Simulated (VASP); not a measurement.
Set up this calculation in VASP 6.6.1, as the native input.

```yaml
Task: single point
Functional: PBE
Dispersion: D3(BJ)
Potentials_or_basis: VASP PAW PBE potentials, release 64 (In_d, P)
Cutoff: 520 eV
k_mesh: 6 × 6 × 6
Occupations: gaussian, width 0.01 eV
Spin: no spin polarisation
Dipole_correction: no
Further_INCAR_settings: ALGO = Normal; EDIFF = 1e-06; NBANDS = 16
```

The structure of InP lies in POSCAR:

```
InP
1.0
    0.0000000000      2.9305000000      2.9305000000
    2.9305000000      0.0000000000      2.9305000000
    2.9305000000      2.9305000000      0.0000000000
In P
1 1
Direct
    0.0000000000      0.0000000000      0.0000000000
    0.2500000000      0.2500000000      0.2500000000
```

These files were run (other wordings do the same):

INCAR

```
  ALGO = Normal
  EDIFF = 1E-6
  ENCUT = 520
  GGA = PE
  ISIF = 2
  ISMEAR = 0
  IVDW = 12
  LASPH = True
  LCHARG = False
  LREAL = False
  LWAVE = False
  NBANDS = 16
  NELM = 100
  PREC = Accurate
  SIGMA = 0.01
```

KPOINTS

```
k-points
0
Gamma
  6 6 6
```

Potentials or basis: VASP PAW PBE potentials, release 64 (In_d, P).

Run with:

```console
$ cat potpaw_PBE.64/In_d/POTCAR potpaw_PBE.64/P/POTCAR > POTCAR
$ mpirun -np 1 vasp_std > vasp.out
```

Results of the run:

```yaml
Pressure: 1.1 GPa
Band_gap_on_the_k_mesh: 0.71 eV, direct
Dispersion_energy_per_atom: -0.314 eV
```

Caveat: spin-orbit coupling is left out, which moves the levels of the heavy elements.

It took 6.6 s on 1 thread of Intel Xeon 6975P-C, on a shared host, peak memory 0.18 GiB.
